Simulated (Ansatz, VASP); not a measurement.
**Two plane-wave programs on Sb**

```xyz
1
Lattice="3.1600 0.0000 0.0000 0.0000 3.1600 0.0000 0.0000 0.0000 3.1600" Properties=species:S:1:pos:R:3 pbc="T T T"
Sb    0.0000    0.0000    0.0000
```

Alike in both runs: task single point; functional PBE; k mesh 8 × 8 × 8; occupations gaussian, width 0.018 eV; no spin polarisation.

```csv
,VASP,Ansatz
version,VASP 6.6.1,Ansatz 0.2.0
potentials or method,"VASP PAW PBE potentials, release 64 (Sb)",Ansatz PAW
plane-wave cutoff (eV),500,420
valence electrons in the cell,5,15
```

```tsv
	VASP	Ansatz	Ansatz less VASP
gap on the k mesh at the Fermi level (eV)	none	none	-
pressure (GPa)	-2.3	-2.3	+0.04
```

A gap of «none» marks a metal or a gap that the smearing closes. VASP's potentials hold 5 valence electrons a cell and Ansatz's 15, so a difference there can come from the potentials and not from the codes.

Spin-orbit coupling is off throughout.
